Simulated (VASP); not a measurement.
Runs of VASP 6.6.1 on Hf. The structure is that of space group Pm-3m (No. 221), or close to it. The cells are those of the table. 

```csv
task,cell,cutoff (eV),k mesh for the DOS,occupations for the DOS,gap on the mesh (eV),pressure (GPa)
relaxation of cell and atoms,"relaxed from a = 2.858 Å, 1 atom",500,-,-,none,0.0
single point,"a = 2.417 Å, 1 atom",500,-,-,none,105.2
single point,"a = 2.520 Å, 1 atom",520,-,-,none,61.7
single point,"a = 2.305 Å, 1 atom",500,-,-,none,182.1
single point,"a = 2.787 Å, 1 atom",520,-,-,none,7.7
single point,"a = 2.615 Å, 1 atom",520,-,-,none,(a)
single point,"a = 2.417 Å, 1 atom",520,-,-,none,105.2
```

Alike in all rows: level PBEsol; potentials or basis VASP PAW PBE potentials, release 64 (Hf_pv); no spin polarisation; k mesh 13 × 13 × 13; smearing fermi-dirac 0.08 eV.

**Question.** Estimate the missing entries.

**Answer.** (a) 36.0.

Caveats: the PAW data sets were made with another functional, which shifts forces and pressure a little; spin-orbit coupling is left out, which moves the levels of the heavy elements.

A k mesh can miss the band edges, and the runs leave out spin-orbit coupling on Hf.

A gap of «none» marks levels without a gap at the run's occupations.
